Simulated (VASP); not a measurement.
N2, 2 atoms in the cell. The cell holds a molecule in a box, 2 atoms: a = 12.000 Å, b = 12.300 Å, c = 12.600 Å, α = 90.00°, β = 90.00°, γ = 90.00°. 

| Item | Value |
| --- | --- |
| Program | VASP 6.6.1 |
| Task | single point |
| Functional | PBE |
| Potentials or basis | VASP PAW PBE potentials, release 64 (N) |
| Cutoff | 520 eV |
| k mesh | 1 × 1 × 1 |
| Occupations | fermi-dirac, width 0.01 eV |
| Spin | no spin polarisation |
| Dipole correction | no |
| Further INCAR settings | ALGO = Normal; EDIFF = 1e-06; NBANDS = 12 |

Potentials or basis: VASP PAW PBE potentials, release 64 (N).

Launch:

```console
$ cat potpaw_PBE.64/N/POTCAR > POTCAR
$ mpirun -np 1 vasp_gam > vasp.out
```

Hardware: 1 thread of AMD EPYC 7R13 Processor (Zen 3) (shared host).

How long does it take, and how much memory?

Run time: 2 min on 1 thread of AMD EPYC 7R13 Processor (Zen 3), with other jobs on the host, peak memory 1.1 GiB. Counts: scf iterations 20, k points 1.
